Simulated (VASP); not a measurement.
Wanted: the native input for a VASP 6.6.1 run.

```yaml
Task: single point
Functional: PBEsol
Potentials_or_basis: VASP PAW PBE potentials, release 64 (Cd, S)
Cutoff: 520 eV
k_mesh: 8 × 8 × 8
Occupations: fermi-dirac, width 0.05 eV
Spin: no spin polarisation
Dipole_correction: no
Further_INCAR_settings: ALGO = Normal; EDIFF = 1e-06; NBANDS = 16
```

The structure of CdS lies in POSCAR:

```
CdS
1.0
    0.0000000000      2.7714779354      2.7714779354
    2.7714779354      0.0000000000      2.7714779354
    2.7714779354      2.7714779354      0.0000000000
Cd S
1 1
Direct
    0.0000000000      0.0000000000      0.0000000000
    0.5000000000      0.5000000000      0.5000000000
```

This cell differs from its parent crystal: volume scaled by 1.02.

The input as run:

INCAR

```
SYSTEM = CdS
ALGO = Normal
EDIFF = 1E-6
ENCUT = 520
GGA = PS
ISIF = 2
ISMEAR = -1
LASPH = .TRUE.
LCHARG = .FALSE.
LREAL = .FALSE.
LWAVE = .FALSE.
NBANDS = 16
NELM = 60
PREC = Accurate
SIGMA = 0.05
```

KPOINTS

```
k-points
0
G
  8 8 8
  0 0 0
```

Potentials or basis: VASP PAW PBE potentials, release 64 (Cd, S).

Command:

```sh
$ cat potpaw_PBE.64/Cd/POTCAR potpaw_PBE.64/S/POTCAR > POTCAR
$ mpirun -np 1 vasp_std > vasp.out
```

Results of the run:

- Pressure: -5.2 GPa

Caveat: the PAW data sets were made with another functional, which shifts forces and pressure a little.

Run time: 38 s on 1 thread of Intel Xeon 8259CL, with other jobs on the host, peak memory 0.17 GiB.
